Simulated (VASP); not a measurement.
Input of a VASP 6.6.1 run:

The input INCAR:

```
  PREC = Accurate
  ENCUT = 520
  EDIFF = 1E-7
  ISMEAR = 0
  SIGMA = 0.1
  LREAL = F
  LASPH = T
  NELM = 80
  ALGO = Fast
  ISIF = 2
  LWAVE = F
  LCHARG = F
  GGA = PS
  NBANDS = 44
```

The input KPOINTS:

```
regular mesh
0
Gamma
  12 12 8
```

The input POSCAR:

```
CoSn
1.0
    5.2197158217      0.0000000000      0.0000000000
   -2.6098579108      4.5204065021      0.0000000000
    0.0000000000      0.0000000000      4.3352107598
Co Sn
3 3
Direct
    0.0000000000      0.5000000000      0.0000000000
    0.5000000000      0.5000000000      0.0000000000
    0.5000000000      0.0000000000      0.0000000000
    0.6666666667      0.3333333333      0.5000000000
    0.3333333333      0.6666666667      0.5000000000
    0.0000000000      0.0000000000      0.0000000000
```

Potentials or basis: VASP PAW PBE potentials, release 64 (Co, Sn_d).

Launch:

```bash
$ cat potpaw_PBE.64/Co/POTCAR potpaw_PBE.64/Sn_d/POTCAR > POTCAR
$ mpirun -np 1 vasp_std > vasp.out
```

**Question.** Predict the pressure.

**Answer.** -5.0 GPa.

**Question.** Predict the band gap on the k mesh.

**Answer.** Zero (an odd number of electrons rules out a gap without spin polarisation).

Stress tensor (GPa, compression positive):
```
-2.57  0.00  0.00
 0.00 -2.57  0.00
 0.00  0.00 -9.95
```

Caveat: the cell differs from its parent crystal (strain along c alone, the other axes held: +4.0 %); the cell stands under tension; the PAW data sets were made with another functional, which shifts forces and pressure a little; spin-orbit coupling is left out, which moves the levels of the heavy elements; the run has no spin polarisation, though such a crystal can be magnetic. Spin polarisation is off, so any magnetic state and its effect on volume and gap are missing.
